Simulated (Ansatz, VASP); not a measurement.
## Two plane-wave programs on C

```
CELL_PARAMETERS angstrom
0.00000 2.16626 2.16626
2.16626 0.00000 2.16626
2.16626 2.16626 0.00000
ATOMIC_POSITIONS crystal
C 0.25000 0.25000 0.25000
C 0.75000 0.75000 0.75000
C 0.00000 0.00000 0.00000
```

Alike in both runs: task relaxation of cell and atoms; functional PBE; k mesh 18 × 18 × 18; occupations gaussian, width 0.1 eV; no spin polarisation.

|  | VASP | Ansatz |
| --- | --- | --- |
| version | VASP 6.6.1 | Ansatz 0.2.0 |
| potentials or method | VASP PAW PBE potentials, release 64 (C), cutoff 600 eV | scalar-relativistic, plane waves, PAW |
| valence electrons in the cell | 12 | 12 |

Ansatz gave:

- gap on the k mesh at the Fermi level, each at its own relaxed structure (eV): none
- relaxed volume (Å³/atom): 6.82
- relaxed cell length with the largest relative difference (Å): 3.070

Which values does VASP return?

gap on the k mesh at the Fermi level, each at its own relaxed structure (eV): none; relaxed volume (Å³/atom): 6.82; relaxed cell length with the largest relative difference (Å): 3.069.

A gap of «none» marks a metal or a gap that the smearing closes.
